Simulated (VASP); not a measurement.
# MgO (P6_3mc) in VASP: a series of runs

MgO is run at these levels: PBEsol; tasks: single point.

Everything below comes from runs of VASP 6.6.1. Logs are shortened: lines on timing, memory, paths and dates and some standing lists are left out, and cuts for length are marked.

### Step 1. The cell of the first run

Symmetry: P6_3mc, No. 186, hexagonal system. Conventional cell: a = 3.326 Å, b = 3.326 Å, c = 4.952 Å, α = 90.00°, β = 90.00°, γ = 120.00°. Mg (site symmetry 3m) has 4 O at 1.96 to 2.08 Å within 2.6 Å. Within 2.6 Å of O (site symmetry 3m) lie 4 Mg at 1.96 to 2.08 Å.

### Step 2. Single point, PBEsol (c/a of the conventional cell at fixed volume 1.4890)

INCAR

```
SYSTEM = MgO
PREC     = Accurate       ! precision mode
ENCUT    = 520            ! plane-wave cutoff, eV
EDIFF    = 1E-6           ! SCF threshold, eV
ISMEAR   = 0              ! smearing method
SIGMA    = 0.05           ! smearing width, eV
LREAL    = .FALSE.        ! projectors in reciprocal space
LASPH    = .TRUE.         ! aspherical terms in the spheres
NELM     = 60             ! most SCF steps
ALGO     = Normal         ! electronic algorithm
ISIF     = 2              ! what is computed and relaxed
LWAVE    = .FALSE.        ! write WAVECAR
LCHARG   = .TRUE.         ! write CHGCAR
GGA      = PS             ! functional
LELF     = .TRUE.         ! ELF
LVHAR    = .TRUE.       
NBANDS   = 16             ! bands
```

KPOINTS

```
Automatic mesh
0
G
  9 9 6
  0 0 0
```

POSCAR

```
MgO
1.0
    3.3258200135      0.0000000000      0.0000000000
   -1.6629100067      2.8802446201      0.0000000000
    0.0000000000      0.0000000000      4.9521460001
Mg O
2 2
Direct
    0.3333333333      0.6666666667     -0.0199501180
    0.6666666667      0.3333333333      0.4800498820
    0.3333333333      0.6666666667      0.4009416620
    0.6666666667      0.3333333333      0.9009416620
```

Potentials or basis: VASP PAW PBE potentials, release 64 (Mg, O).

The run is started by

```
> cat potpaw_PBE.64/Mg/POTCAR potpaw_PBE.64/O/POTCAR > POTCAR
> mpirun -np 1 vasp_std > vasp.out
```

OUTCAR:

```text
SYSTEM = MgO
   PREC = Accurate
   ENCUT = 520
   EDIFF = 1E-6
   ISMEAR = 0
   LREAL = .FALSE.
   LASPH = .TRUE.
   NELM = 60
   ISIF = 2
   GGA = PS

 ion  position               nearest neighbor table
   1  0.333  0.667  0.980-   4 1.96   4 1.96   4 1.96   3 2.08   2 3.13   2 3.13   2 3.13   2 3.13
                             2 3.13   2 3.13
   2  0.667  0.333  0.480-   3 1.96   3 1.96   3 1.96   4 2.08   1 3.13   1 3.13   1 3.13   1 3.13
                             1 3.13   1 3.13
   3  0.333  0.667  0.401-   2 1.96   2 1.96   2 1.96   1 2.08
   4  0.667  0.333  0.901-   1 1.96   1 1.96   1 1.96   2 2.08

  LATTYP: Found a hexagonal cell.
 ALAT       =     3.3258200135
 C/A-ratio  =     1.4890000000

  Lattice vectors:

 A1 = (   3.3258200135,   0.0000000000,   0.0000000000)
 A2 = (  -1.6629100067,   2.8802446201,   0.0000000000)
 A3 = (   0.0000000000,   0.0000000000,   4.9521460001)

Analysis of symmetry for initial positions (statically):
=====================================================================
 Subroutine PRICEL returns:
 Original cell was already a primitive cell.

 Routine SETGRP: Setting up the symmetry group for a
 hexagonal supercell.

 Subroutine GETGRP returns: Found 12 space group operations
 (whereof  6 operations were pure point group operations)
 out of a pool of 24 trial point group operations.

The static configuration has the point symmetry C_3v.
 The point group associated with its full space group is C_6v.

Analysis of symmetry for dynamics (positions and initial velocities):
=====================================================================
 Subroutine PRICEL returns:
 Original cell was already a primitive cell.

 Routine SETGRP: Setting up the symmetry group for a
 hexagonal supercell.

 Subroutine GETGRP returns: Found 12 space group operations
 (whereof  6 operations were pure point group operations)
 out of a pool of 24 trial point group operations.

The dynamic configuration has the point symmetry C_3v.
 The point group associated with its full space group is C_6v.

 Subroutine INISYM returns: Found 12 space group operations
 (whereof  6 operations are pure point group operations),
 and found     1 'primitive' translations

----------------------------------------------------------------------------------------

                                     Primitive cell

  volume of cell :      47.4375

  direct lattice vectors                    reciprocal lattice vectors
     3.325820014  0.000000000  0.000000000     0.300677726  0.173596366  0.000000000
    -1.662910007  2.880244620  0.000000000     0.000000000  0.347192733  0.000000000
     0.000000000  0.000000000  4.952146000     0.000000000  0.000000000  0.201932657
[... 90 lines left out ...]
   EDIFFG = 0.1E-04   stopping-criterion for IOM
   NSW    =      0    number of steps for IOM
   IBRION =     -1    ionic relax: 0-MD 1-quasi-New 2-CG
   NFREE  =      0    steps in history (QN), initial steepest desc. (CG)
   ISIF   =      2    stress and relaxation
   ISYM   =      2    0-nonsym 1-usesym 2-fastsym
   POTIM  = 0.5000    time-step for ionic-motion
   TEBEG  =    0.0;   TEEND  =   0.0 temperature during run
   PSTRESS=    0.0 pullay stress
   NELECT =      16.0000    total number of electrons
   NUPDOWN=      -1.0000    fix difference up-down
   EMIN   =  10.00;   EMAX   =-10.00  energy-range for DOS
   EFERMI =   0.00;   METHOD = LEGACY
   ISMEAR =     0;   SIGMA  =   0.05  broadening in eV -4-tet -1-fermi 0-gaus
   EFERMI_NEDOS =   21; number of points for ismear=-14 and -15
   IALGO  =     38    algorithm
   IMIX   =      4    mixing-type and parameters
     AMIX     =   0.40;   BMIX     =  1.00
     AMIX_MAG =   1.60;   BMIX_MAG =  1.00
  volume/ion in A,a.u.               =      11.86        80.03
  Fermi-wavevector in a.u.,A,eV,Ry     =   1.139570  2.153475 17.668792  1.298620
  Thomas-Fermi vector in A             =   2.276273
   LORBIT       =      0    0 simple, 1 ext, 2 COOP (PROOUT), +10 PAW based schemes
   GGA     = PS    functional components
   LHFCALC =     F    Hartree Fock is set to
   AEXX    =    0.0000 exact exchange contribution
   IVDW    =     0    specifies the selected vdW correction
   LEPSILON=     F    determine dielectric tensor
   LRPA    =     F    only Hartree local field effects (RPA)
 non-spin polarized calculation
 Gauss-broadening in eV      SIGMA  =   0.05
  energy-cutoff  :      520.00
  volume of cell :       47.44
 maximum number of plane-waves:      1303
 NGX is ok and might be reduce to    28

 number of electron      15.9999995 magnetization

 Free energy of the ion-electron system (eV)
  ---------------------------------------------------
  ext. energy  EPLUGINS =         0.00000000
  ---------------------------------------------------
  free energy    TOTEN  =       -24.51237335 eV

  energy without entropy =      -24.51237335  energy(sigma->0) =      -24.51237335

 E-fermi :   1.4639     XC(G=0):  -9.9647

 val. band max:        1.1736147791   @ k =   0.0000   0.0000   0.0000
 cond. band min:       4.3227966266   @ k =   0.0000   0.0000   0.0000
 fundamental gap:      3.1491818476
 Fermi energy:         1.4638973265

 k-point     1 :       0.0000    0.0000    0.0000
  band No.  band energies     occupation
      1     -15.1660      2.00000
      2     -14.3215      2.00000
      3      -2.2875      2.00000
      4       0.1452      2.00000
      5       0.1452      2.00000
      6       0.5245      2.00000
[... 433 lines left out ...]
      3      -1.7498      2.00000
      4      -1.2178      2.00000
      5      -1.2178      2.00000
      6      -0.3936      2.00000
[... 8 lines left out ...]
     15      14.1412      0.00000
     16      18.1568      0.00000

 [... further k-points ...]
[... 5 lines left out ...]
  --------------------------------------------------------------------------------------
  -------------------------------------------------------------------------------------
  Total        0.3734190      0.3734190     -1.6760408      0.0000000      0.0000000      0.0000000
  in kB       12.6120444     12.6120444    -56.6074543      0.0000000      0.0000000      0.0000000
  external PRESSURE =     -10.4611218 kB  Pullay stress =       0.0000000 kB

 VOLUME and BASIS-vectors are now :
 -----------------------------------------------------------------------------
  energy-cutoff  :      520.00
  volume of cell :       47.44
      direct lattice vectors                 reciprocal lattice vectors
     3.325820014  0.000000000  0.000000000     0.300677726  0.173596366  0.000000000
    -1.662910007  2.880244620  0.000000000     0.000000000  0.347192733  0.000000000
     0.000000000  0.000000000  4.952146000     0.000000000  0.000000000  0.201932657

 POSITION                                       TOTAL-FORCE (eV/Angst)
 -----------------------------------------------------------------------------------
     -0.00000      1.92016      4.85335        -0.000000      0.000000      0.380022
      1.66291      0.96008      2.37728        -0.000000      0.000000      0.380022
     -0.00000      1.92016      1.98552        -0.000000     -0.000000     -0.380022
      1.66291      0.96008      4.46159         0.000000      0.000000     -0.380022
 -----------------------------------------------------------------------------------
    total drift:                               -0.000000      0.000000      0.000069

  FREE ENERGIE OF THE ION-ELECTRON SYSTEM (eV)
  ---------------------------------------------------
  free  energy   TOTEN  =       -24.5123733524 eV

  energy  without entropy=      -24.5123733524  energy(sigma->0) =      -24.51237335
```

It took 14 s on 1 thread of Intel Xeon 6975P-C (Granite Rapids), shared host; peak memory 0.19 GiB.

Results:

| Item | Value |
| --- | --- |
| Free energy | -24.5124 eV |
| Pressure | -1.0 GPa |
| Largest force | 0.380 eV/Å |
| Band gap on the k mesh | 3.15 eV, direct |

Forces in eV/Å, atoms in the order of the input:
```
Mg   0.000  0.000  0.380
Mg   0.000  0.000  0.380
O    0.000  0.000 -0.380
O    0.000  0.000 -0.380
```

Stress tensor (GPa, compression positive):
```
 1.26  0.00  0.00
 0.00  1.26  0.00
 0.00  0.00 -5.66
```

Caveat: the PAW data sets were made with another functional, which shifts forces and pressure a little.

### Step 3. Single point, PBEsol (c/a of the conventional cell at fixed volume 1.4587)

INCAR

```
SYSTEM = MgO
PREC = Accurate
ENCUT = 520
EDIFF = 1E-7
ISMEAR = 0
SIGMA = 0.05
LREAL = .False.
LASPH = .True.
NELM = 60
ALGO = Normal
ISIF = 2
LWAVE = .False.
LCHARG = .False.
GGA = PS
NBANDS = 16
```

KPOINTS

```
Automatic mesh
0
Gamma
  9 9 6
  0 0 0
```

POSCAR

```
MgO
1.0
    3.3486902732      0.0000000000      0.0000000000
   -1.6743451366      2.9000508460      0.0000000000
    0.0000000000      0.0000000000      4.8847345015
Mg O
2 2
Direct
    0.3333333333      0.6666666667      0.0390610606
    0.6666666667      0.3333333333      0.5390610606
    0.3333333333      0.6666666667      0.4009416620
    0.6666666667      0.3333333333      0.9009416620
```

Potentials or basis: VASP PAW PBE potentials, release 64 (Mg, O).

The run is started by

```
> cat potpaw_PBE.64/Mg/POTCAR potpaw_PBE.64/O/POTCAR > POTCAR
> mpirun -np 1 vasp_std > vasp.out
```

It took 17 s on 1 thread of Intel Xeon 6975P-C (Granite Rapids), shared host; peak memory 0.18 GiB.

It converged, with:

```
Free energy            : -23.9743 eV
Pressure               : 6.0 GPa
Largest force          : 3.090 eV/Å
Band gap on the k mesh : 3.50 eV, direct
```

Forces on the atoms (eV/Å):
```
Mg   0.000  0.000 -3.090
Mg   0.000  0.000 -3.090
O    0.000  0.000  3.090
O    0.000  0.000  3.090
```

Stress tensor (GPa, compression positive):
```
-7.27  0.00  0.00
 0.00 -7.27  0.00
 0.00  0.00 32.48
```

Levels at points of the mesh, in eV from the valence-band top:
| k point | band 6 | band 7 | band 8 | band 9 | band 10 | band 11 |
| --- | --- | --- | --- | --- | --- | --- |
| (0.00, 0.00, 0.00) | -0.20 | -0.20 | 0.00 | 3.50 | 8.18 | 10.42 |
| (0.00, 0.00, 0.50) | -0.38 | -0.38 | -0.38 | 5.86 | 5.86 | 13.47 |

Caveat: the PAW data sets were made with another functional, which shifts forces and pressure a little. A k mesh can miss the band edges.

### Step 4. Single point, PBEsol (c/a of the conventional cell at fixed volume 1.5498)

INCAR

```
SYSTEM = MgO
ALGO = Normal
EDIFF = 1E-6
ENCUT = 520
GGA = PS
ISIF = 2
ISMEAR = 0
LASPH = .TRUE.
LCHARG = .TRUE.
LELF = .TRUE.
LREAL = .FALSE.
LVHAR = .TRUE.
LWAVE = .FALSE.
NBANDS = 16
NELM = 80
PREC = Accurate
SIGMA = 0.05
```

KPOINTS

```
k-points
0
G
  9 9 6
  0 0 0
```

POSCAR

```
MgO
1.0
    3.2817469438      0.0000000000      0.0000000000
   -1.6408734719      2.8420762221      0.0000000000
    0.0000000000      0.0000000000      5.0860514134
Mg O
2 2
Direct
    0.3333333333      0.6666666667     -0.0199501180
    0.6666666667      0.3333333333      0.4800498820
    0.3333333333      0.6666666667      0.4009416620
    0.6666666667      0.3333333333      0.9009416620
```

Potentials or basis: VASP PAW PBE potentials, release 64 (Mg, O).

The run is started by

```
> cat potpaw_PBE.64/Mg/POTCAR potpaw_PBE.64/O/POTCAR > POTCAR
> mpirun -np 1 vasp_std > vasp.out
```

OUTCAR:

```text
SYSTEM = MgO
   EDIFF = 1E-6
   ENCUT = 520
   GGA = PS
   ISIF = 2
   ISMEAR = 0
   LASPH = .TRUE.
   LREAL = .FALSE.
   NELM = 80
   PREC = Accurate

 ion  position               nearest neighbor table
   1  0.333  0.667  0.980-   4 1.94   4 1.94   4 1.94   3 2.14   2 3.17   2 3.17   2 3.17   2 3.17
                             2 3.17   2 3.17
   2  0.667  0.333  0.480-   3 1.94   3 1.94   3 1.94   4 2.14   1 3.17   1 3.17   1 3.17   1 3.17
                             1 3.17   1 3.17
   3  0.333  0.667  0.401-   2 1.94   2 1.94   2 1.94   1 2.14
[... 654 lines left out ...]

 [... further k-points ...]
[... 5 lines left out ...]
  --------------------------------------------------------------------------------------
  -------------------------------------------------------------------------------------
  Total        1.4388789      1.4388789     -2.3517082      0.0000000      0.0000000      0.0000000
  in kB       48.5974258     48.5974258    -79.4277865      0.0000000      0.0000000      0.0000000
  external PRESSURE =       5.9223550 kB  Pullay stress =       0.0000000 kB

 VOLUME and BASIS-vectors are now :
 -----------------------------------------------------------------------------
  energy-cutoff  :      520.00
  volume of cell :       47.44
      direct lattice vectors                 reciprocal lattice vectors
     3.281746944  0.000000000  0.000000000     0.304715756  0.175927724  0.000000000
    -1.640873472  2.842076222  0.000000000     0.000000000  0.351855447  0.000000000
     0.000000000  0.000000000  5.086051413     0.000000000  0.000000000  0.196616180

 POSITION                                       TOTAL-FORCE (eV/Angst)
 -----------------------------------------------------------------------------------
     -0.00000      1.89472      4.98458        -0.000000     -0.000000      0.634867
      1.64087      0.94736      2.44156         0.000000      0.000000      0.634867
     -0.00000      1.89472      2.03921         0.000000      0.000000     -0.634867
      1.64087      0.94736      4.58224        -0.000000     -0.000000     -0.634867
 -----------------------------------------------------------------------------------
    total drift:                               -0.000000      0.000000      0.000178

  FREE ENERGIE OF THE ION-ELECTRON SYSTEM (eV)
  ---------------------------------------------------
  free  energy   TOTEN  =       -24.4344358346 eV

  energy  without entropy=      -24.4344358346  energy(sigma->0) =      -24.43443583
```

It took 11 s on 1 thread of Intel Xeon 6975P-C (Granite Rapids), shared host; peak memory 0.17 GiB.

Results:

- Free energy: -24.4344 eV
- Pressure: 0.6 GPa
- Largest force: 0.635 eV/Å
- Band gap on the k mesh: 3.20 eV, direct

Forces on the atoms (eV/Å):
```
Mg   0.000  0.000  0.635
Mg   0.000  0.000  0.635
O    0.000  0.000 -0.635
O    0.000  0.000 -0.635
```

Caveat: the PAW data sets were made with another functional, which shifts forces and pressure a little.

### Step 5. Single point, PBEsol (c/a of the conventional cell at fixed volume 1.4587)

INCAR

```
ALGO = Normal
EDIFF = 1E-6
ENCUT = 520
GGA = PS
ISIF = 2
ISMEAR = 0
LASPH = True
LCHARG = False
LREAL = False
LWAVE = False
NBANDS = 16
NELM = 60
PREC = Accurate
SIGMA = 0.05
```

KPOINTS

```
k-points
0
Gamma
  9 9 6
```

POSCAR

```
MgO
1.0
    3.3486902732      0.0000000000      0.0000000000
   -1.6743451366      2.9000508460      0.0000000000
    0.0000000000      0.0000000000      4.8847345015
Mg O
2 2
Direct
    0.3333333333      0.6666666667     -0.0081359286
    0.6666666667      0.3333333333      0.4918640714
    0.3333333333      0.6666666667      0.4009416620
    0.6666666667      0.3333333333      0.9009416620
```

The run is started by

```
> cat potpaw_PBE.64/Mg/POTCAR potpaw_PBE.64/O/POTCAR > POTCAR
> mpirun -np 1 vasp_std > vasp.out
```

It took 13 s on 1 thread of Intel Xeon 6975P-C (Granite Rapids), shared host; peak memory 0.18 GiB.

The run converged. Its results:

```
Free energy            : -24.5457 eV
Pressure               : -1.3 GPa
Largest force          : 0.047 eV/Å
Band gap on the k mesh : 3.21 eV, direct
```

Forces in eV/Å, atoms in the order of the input:
```
Mg   0.000  0.000 -0.047
Mg   0.000  0.000 -0.047
O    0.000  0.000  0.047
O    0.000  0.000  0.047
```

Stress tensor (GPa, compression positive):
```
-1.81  0.00  0.00
 0.00 -1.81  0.00
 0.00  0.00 -0.27
```

Levels at points of the mesh, in eV from the valence-band top:
```
           k point  band 4  band 5  band 6  band 7  band 8  band 9  band 10  band 11  band 12  band 13
(0.00, 0.00, 0.00)   -0.98   -0.98   -0.57   -0.57    0.00    3.21     8.31    10.29    13.55    13.55
(0.00, 0.00, 0.50)   -2.11   -0.78   -0.78   -0.78   -0.78    5.80     5.80    13.17    13.17    14.02
```

Caveat: the PAW data sets were made with another functional, which shifts forces and pressure a little. A k mesh can miss the band edges.

### Step 6. Overview

| cell | gap on the mesh (eV) | pressure (GPa) | largest force (eV/Å) |
| --- | --- | --- | --- |
| a = 3.326, b = 3.326, c = 4.952 Å, angles 90.0, 90.0, 120.0°, 4 atoms | 3.15 | -1.0 | 0.38 |
| a = 3.349, b = 3.349, c = 4.885 Å, angles 90.0, 90.0, 120.0°, 4 atoms | 3.21 | -1.3 | 0.05 |
| a = 3.282, b = 3.282, c = 5.086 Å, angles 90.0, 90.0, 120.0°, 4 atoms | 3.20 | 0.6 | 0.63 |

Some of these runs hold the atoms at other places in the same cell, which the table doesn't show; runs alike in all that it shows share one row.

Alike in all rows: task single point; level PBEsol; potentials or basis VASP PAW PBE potentials, release 64 (Mg, O); no spin polarisation; k mesh 9 × 9 × 6; cutoff (eV) 520; smearing gaussian 0.05 eV.

Caveats: the PAW data sets were made with another functional, which shifts forces and pressure a little.

Absolute energies hang on the potentials; compare differences alone.
